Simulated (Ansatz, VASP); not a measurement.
# Ga2O3 in VASP and in Ansatz

```
Ga O
1.0
     6.06752   -1.50788    0.00564
     6.06752    1.50788    0.00564
    -1.37183    0.00000    5.58518
Ga O
4 6
Direct
  0.09069 0.09069 0.79505
  0.90931 0.90931 0.20495
  0.65889 0.65889 0.31431
  0.34111 0.34111 0.68569
  0.16568 0.16568 0.10934
  0.83432 0.83432 0.89066
  0.17308 0.17308 0.56221
  0.82692 0.82692 0.43779
  0.49643 0.49643 0.25580
  0.50357 0.50357 0.74420
```

Alike in both runs: functional LDA; k mesh 8 × 8 × 4; no spin polarisation.

Ansatz relaxed the structure, and its values are those at the end. VASP's run is a single point on that final structure, the one shown.

|  | VASP | Ansatz |
| --- | --- | --- |
| version | VASP 6.6.1 | Ansatz 0.2.0 |
| potentials or method | VASP PAW LDA potentials, release 64 (Ga_d, O) | scalar-relativistic, plane waves, PAW |
| plane-wave cutoff (eV) | 520 | 420 |
| occupations | gaussian, width 0.01 eV | fixed |
| valence electrons in the cell | 88 | 88 |

```tsv
	VASP	Ansatz	Ansatz less VASP
gap on the k mesh at the Fermi level (eV)	2.51	2.50	-0.008
least direct gap on the mesh (eV)	2.53	2.52	-0.011
pressure (GPa)	1.8	0.0	-1.84
rms of the force components (eV/Å)	0.028	0.000	-0.0281
```

LDA's correlation is that of Perdew and Zunger in VASP and of Perdew and Wang (1992) in Ansatz.
